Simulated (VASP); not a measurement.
# Pt (Im-3m) in VASP: single point with PBE

Aim: the single point of Pt with PBE.

Everything below comes from runs of VASP 6.6.1. Logs are shortened: lines on timing, memory, paths and dates and some standing lists are left out, and cuts for length are marked.

## (1) The cell of the first run

The structure is cubic, space group Im-3m (No. 229). Conventional cell: a = 3.111 Å, b = 3.111 Å, c = 3.111 Å, α = 90.00°, β = 90.00°, γ = 90.00°. Within 3.6 Å of Pt (site symmetry m-3m) lie 14 Pt at 2.69 to 3.11 Å.

## (2) Single point, PBE

Input file INCAR:

```
  ALGO = Fast
  EDIFF = 1E-7
  ENCUT = 520
  GGA = PE
  ISIF = 2
  ISMEAR = 0
  LASPH = True
  LCHARG = False
  LREAL = False
  LWAVE = False
  NBANDS = 11
  NELM = 60
  PREC = Accurate
  SIGMA = 0.05
```

Input file KPOINTS:

```
k-points
0
Gamma
  8 8 8
```

Input file POSCAR:

```
Pt
1.0
   -1.5556539951      1.5556539951      1.5556539951
    1.5556539951     -1.5556539951      1.5556539951
    1.5556539951      1.5556539951     -1.5556539951
Pt
1
Direct
    0.0000000000      0.0000000000      0.0000000000
```

Potentials or basis: VASP PAW PBE potentials, release 64 (Pt).

Command:

```sh
> cat potpaw_PBE.64/Pt/POTCAR > POTCAR
> mpirun -np 1 vasp_std > vasp.out
```

OUTCAR:

```text
EDIFF = 1E-7
   ENCUT = 520
   GGA = PE
   ISIF = 2
   ISMEAR = 0
   LASPH = True
   LREAL = False
   NELM = 60
   PREC = Accurate

 ion  position               nearest neighbor table
   1  0.000  0.000  0.000-

  LATTYP: Found a body centered cubic cell.
 ALAT       =     3.1113079902

  Lattice vectors:

 A1 = (  -1.5556539951,   1.5556539951,   1.5556539951)
 A2 = (   1.5556539951,  -1.5556539951,   1.5556539951)
 A3 = (   1.5556539951,   1.5556539951,  -1.5556539951)

Analysis of symmetry for initial positions (statically):
=====================================================================
 Subroutine PRICEL returns:
 Original cell was already a primitive cell.

 Routine SETGRP: Setting up the symmetry group for a
 body centered cubic supercell.

 Subroutine GETGRP returns: Found 48 space group operations
 (whereof 48 operations were pure point group operations)
 out of a pool of 48 trial point group operations.

The static configuration has the point symmetry O_h .

Analysis of symmetry for dynamics (positions and initial velocities):
=====================================================================
 Subroutine PRICEL returns:
 Original cell was already a primitive cell.

 Routine SETGRP: Setting up the symmetry group for a
 body centered cubic supercell.

 Subroutine GETGRP returns: Found 48 space group operations
 (whereof 48 operations were pure point group operations)
 out of a pool of 48 trial point group operations.

The dynamic configuration has the point symmetry O_h .

 Subroutine INISYM returns: Found 48 space group operations
 (whereof 48 operations are pure point group operations),
 and found     1 'primitive' translations

----------------------------------------------------------------------------------------

                                     Primitive cell

  volume of cell :      15.0591

  direct lattice vectors                    reciprocal lattice vectors
    -1.555653995  1.555653995  1.555653995     0.000000000  0.321408232  0.321408232
     1.555653995 -1.555653995  1.555653995     0.321408232  0.000000000  0.321408232
     1.555653995  1.555653995 -1.555653995     0.321408232  0.321408232  0.000000000

  length of vectors
     2.694471759  2.694471759  2.694471759     0.454539881  0.454539881  0.454539881

  position of ions in fractional coordinates (direct lattice)
     0.000000000  0.000000000  0.000000000

  ion indices of the primitive-cell ions
   primitive index   ion index
                 1           1

----------------------------------------------------------------------------------------

 KPOINTS: k-points

Automatic generation of k-mesh.
 Grid dimensions read from file:
 generate k-points for:    8    8    8

 Generating k-lattice:

  Cartesian coordinates                     Fractional coordinates (reciprocal lattice)
     0.000000000  0.040176029  0.040176029     0.125000000  0.000000000  0.000000000
     0.040176029  0.000000000  0.040176029     0.000000000  0.125000000  0.000000000
     0.040176029  0.040176029  0.000000000     0.000000000  0.000000000  0.125000000

  Length of vectors
     0.056817485  0.056817485  0.056817485

  Shift w.r.t. Gamma in fractional coordinates (k-lattice)
     0.000000000  0.000000000  0.000000000

 Subroutine IBZKPT returns following result:
 ===========================================

 Found     29 irreducible k-points:

 Following reciprocal coordinates:
            Coordinates               Weight
  0.000000  0.000000  0.000000      1.000000
  0.125000  0.000000  0.000000     12.000000
  0.250000  0.000000  0.000000     12.000000
  0.375000  0.000000  0.000000     12.000000
  0.500000  0.000000  0.000000      6.000000
  0.125000  0.125000  0.000000     24.000000
[... 16 lines left out ...]
 -0.250000  0.250000  0.250000      6.000000
 -0.375000  0.375000  0.250000     24.000000
 [... further k-points ...]
   k-points           NKPTS =     29   k-points in BZ     NKDIM =     29   number of bands    NBANDS=     11
   number of dos      NEDOS =    301   number of ions     NIONS =      1
   total plane-waves  NPLWV =   8000
   dimension x,y,z NGX =    20 NGY =   20 NGZ =   20
   dimension x,y,z NGXF=    40 NGYF=   40 NGZF=   40
   ions per type =               1
   NGX,Y,Z   is equivalent  to a cutoff of  12.34, 12.34, 12.34 a.u.
   NGXF,Y,Z  is equivalent  to a cutoff of  24.68, 24.68, 24.68 a.u.
 SYSTEM =  unknown system
   PREC   = accura    normal or accurate (medium, high low for compatibility)
   ISTART =      0    job   : 0-new  1-cont  2-samecut
   ICHARG =      2    charge: 1-file 2-atom 10-const
   ISPIN  =      1    spin polarized calculation?
   LNONCOLLINEAR =      F non collinear calculations
   LSORBIT =      F    spin-orbit coupling
   LASPH  =      T    aspherical Exc in radial PAW
   ENCUT  =  520.0 eV  38.22 Ry    6.18 a.u.   5.01  5.01  5.01*2*pi/ulx,y,z
   NELM   =     60;   NELMIN=  2; NELMDL= -5     # of ELM steps
   EDIFF  = 0.1E-06   stopping-criterion for ELM
   LREAL  =      F    real-space projection
   EDIFFG = 0.1E-05   stopping-criterion for IOM
   NSW    =      0    number of steps for IOM
   IBRION =     -1    ionic relax: 0-MD 1-quasi-New 2-CG
   NFREE  =      0    steps in history (QN), initial steepest desc. (CG)
   ISIF   =      2    stress and relaxation
   ISYM   =      2    0-nonsym 1-usesym 2-fastsym
   POTIM  = 0.5000    time-step for ionic-motion
   TEBEG  =    0.0;   TEEND  =   0.0 temperature during run
   PSTRESS=    0.0 pullay stress
   NELECT =      10.0000    total number of electrons
   NUPDOWN=      -1.0000    fix difference up-down
   EMIN   =  10.00;   EMAX   =-10.00  energy-range for DOS
   EFERMI =   0.00;   METHOD = LEGACY
   ISMEAR =     0;   SIGMA  =   0.05  broadening in eV -4-tet -1-fermi 0-gaus
   EFERMI_NEDOS =   21; number of points for ismear=-14 and -15
   IALGO  =     68    algorithm
   IMIX   =      4    mixing-type and parameters
     AMIX     =   0.40;   BMIX     =  1.00
     AMIX_MAG =   1.60;   BMIX_MAG =  1.00
  volume/ion in A,a.u.               =      15.06       101.62
  Fermi-wavevector in a.u.,A,eV,Ry     =   1.428264  2.699028 27.755042  2.039938
  Thomas-Fermi vector in A             =   2.548345
   LORBIT       =      0    0 simple, 1 ext, 2 COOP (PROOUT), +10 PAW based schemes
   GGA     = PE    functional components
   LHFCALC =     F    Hartree Fock is set to
   AEXX    =    0.0000 exact exchange contribution
   IVDW    =     0    specifies the selected vdW correction
   LEPSILON=     F    determine dielectric tensor
   LRPA    =     F    only Hartree local field effects (RPA)
 non-spin polarized calculation
 RMM-DIIS sequential band-by-band and
 Gauss-broadening in eV      SIGMA  =   0.05
  energy-cutoff  :      520.00
  volume of cell :       15.06
 maximum number of plane-waves:       420
   NGX =  9   NGY =  9   NGZ =  9

 number of electron      10.0000000 magnetization

 number of electron       9.9999999 magnetization

 Free energy of the ion-electron system (eV)
  ---------------------------------------------------
  ext. energy  EPLUGINS =         0.00000000
  ---------------------------------------------------
  free energy    TOTEN  =        -5.89668771 eV

  energy without entropy =       -5.88970557  energy(sigma->0) =       -5.89319664

 E-fermi :  11.1536     XC(G=0): -13.4875

 val. band max:       11.1391167999   @ k =  -0.3750   0.3750   0.1250
 cond. band min:      11.1584441451   @ k =   0.2500   0.1250   0.0000
 fundamental gap:      0.0193273452
 Fermi energy:        11.1535501246

 k-point     1 :       0.0000    0.0000    0.0000
  band No.  band energies     occupation
      1       1.0739      2.00000
      2       7.3501      2.00000
      3       7.3502      2.00000
      4       7.3502      2.00000
      5      10.0119      2.00000
      6      10.0119      2.00000
      7      28.1490      0.00000
      8      28.1490      0.00000
      9      28.1490      0.00000
     10      38.7972      0.00000
     11      38.7976      0.00000

 k-point     2 :       0.1250    0.0000    0.0000
  band No.  band energies     occupation
      1       1.7226      2.00000
      2       7.0933      2.00000
      3       7.3342      2.00000
      4       7.8882      2.00000
      5       9.7218      2.00000
      6      10.0326      2.00000
      7      28.3543      0.00000
      8      28.5493      0.00000
      9      29.1287      0.00000
     10      34.9080      0.00000
     11      35.3254      0.00000

 k-point     3 :       0.2500    0.0000    0.0000
  band No.  band energies     occupation
      1       3.2584      2.00000
      2       6.5233      2.00000
      3       7.3790      2.00000
      4       9.3677      2.00000
      5       9.5509      2.00000
      6      10.1255      2.00000
      7      26.0241      0.00000
      8      27.2249      0.00000
      9      31.7436      0.00000
     10      33.4655      0.00000
     11      34.2311      0.00000

 k-point     4 :       0.3750    0.0000    0.0000
  band No.  band energies     occupation
      1       4.0625      2.00000
      2       6.0103      2.00000
      3       8.9080      2.00000
      4       9.9062      2.00000
      5      10.2852      2.00000
      6      11.2558      0.00383
      7      20.9081      0.00000
      8      25.1810      0.00000
      9      29.2035      0.00000
     10      35.0489      0.00000
     11      35.5002      0.00000
[... 239 lines left out ...]
 k-point    22 :       0.2500    0.2500    0.2500
  band No.  band energies     occupation
      1       6.4857      2.00000
      2       6.4857      2.00000
      3       6.4857      2.00000
      4      10.4495      2.00000
      5      10.4495      2.00000
      6      16.0747      0.00000
      7      20.7982      0.00000
      8      20.7982      0.00000
      9      20.7982      0.00000
     10      39.3960      0.00000
     11      39.3962      0.00000

 k-point    23 :      -0.2500    0.2500    0.2500
  band No.  band energies     occupation
      1       5.0794      2.00000
      2       6.8719      2.00000
      3       8.1174      2.00000
      4       8.1174      2.00000
      5       9.2648      2.00000
      6      11.1304      1.48664
      7      25.9363      0.00000
      8      28.1238      0.00000
      9      28.1238      0.00000
     10      29.2623      0.00000
     11      37.5806      0.00000

 k-point    24 :      -0.3750    0.3750    0.2500
  band No.  band energies     occupation
      1       5.5450      2.00000
      2       6.1236      2.00000
      3       8.1268      2.00000
      4       8.8282      2.00000
      5      10.8836      2.00000
      6      12.8427      0.00000
      7      22.2590      0.00000
      8      25.1025      0.00000
      9      27.3527      0.00000
     10      30.4287      0.00000
     11      37.2581      0.00000

 [... further k-points ...]

------------------------ aborting loop because EDIFF is reached ----------------------------------------

  FORCE on cell =-STRESS in cart. coord.  units (eV):
  Direction    XX          YY          ZZ          XY          YZ          ZX
  --------------------------------------------------------------------------------------
  -------------------------------------------------------------------------------------
  Total        1.3890853      1.3890853      1.3890853      0.0000000      0.0000000      0.0000000
  in kB      147.7884434    147.7884434    147.7884434      0.0000000      0.0000000      0.0000000
  external PRESSURE =     147.7884434 kB  Pullay stress =       0.0000000 kB

 VOLUME and BASIS-vectors are now :
 -----------------------------------------------------------------------------
  energy-cutoff  :      520.00
  volume of cell :       15.06
      direct lattice vectors                 reciprocal lattice vectors
    -1.555653995  1.555653995  1.555653995     0.000000000  0.321408232  0.321408232
     1.555653995 -1.555653995  1.555653995     0.321408232  0.000000000  0.321408232
     1.555653995  1.555653995 -1.555653995     0.321408232  0.321408232  0.000000000

 POSITION                                       TOTAL-FORCE (eV/Angst)
 -----------------------------------------------------------------------------------
      0.00000      0.00000      0.00000         0.000000      0.000000     -0.000000
 -----------------------------------------------------------------------------------
    total drift:                                0.000000     -0.000000      0.000000

  FREE ENERGIE OF THE ION-ELECTRON SYSTEM (eV)
  ---------------------------------------------------
  free  energy   TOTEN  =        -5.8966877065 eV

  energy  without entropy=       -5.8897055674  energy(sigma->0) =       -5.89319664
```

Wall time 3.8 s (1 thread of Intel Xeon Platinum 8375C at 2.90GHz (Ice Lake), shared host); peak memory 0.13 GiB.

Results:

```
Free energy            : -5.8967 eV
Pressure               : 14.8 GPa
Band gap on the k mesh : zero (band 5 reaches 12.17 eV, above the bottom of band 6 at 10.01 eV)
```

Levels at points of the mesh, in eV from the Fermi level:
| k point | band 1 | band 2 | band 3 | band 4 | band 5 | band 6 | band 7 | band 8 | band 9 | band 10 |
| --- | --- | --- | --- | --- | --- | --- | --- | --- | --- | --- |
| (0.00, 0.00, 0.00) | -10.08 | -3.80 | -3.80 | -3.80 | -1.14 | -1.14 | 17.00 | 17.00 | 17.00 | 27.64 |
| (0.50, 0.00, 0.00) | -7.10 | -5.34 | -1.32 | -0.78 | 0.04 | 1.10 | 6.66 | 13.19 | 16.20 | 24.19 |
| (0.50, 0.50, 0.50) | -6.63 | -6.63 | 0.53 | 0.53 | 0.53 | 7.70 | 7.70 | 7.70 | 13.43 | 19.65 |

Caveat: spin-orbit coupling is left out, which moves the levels of the heavy elements.
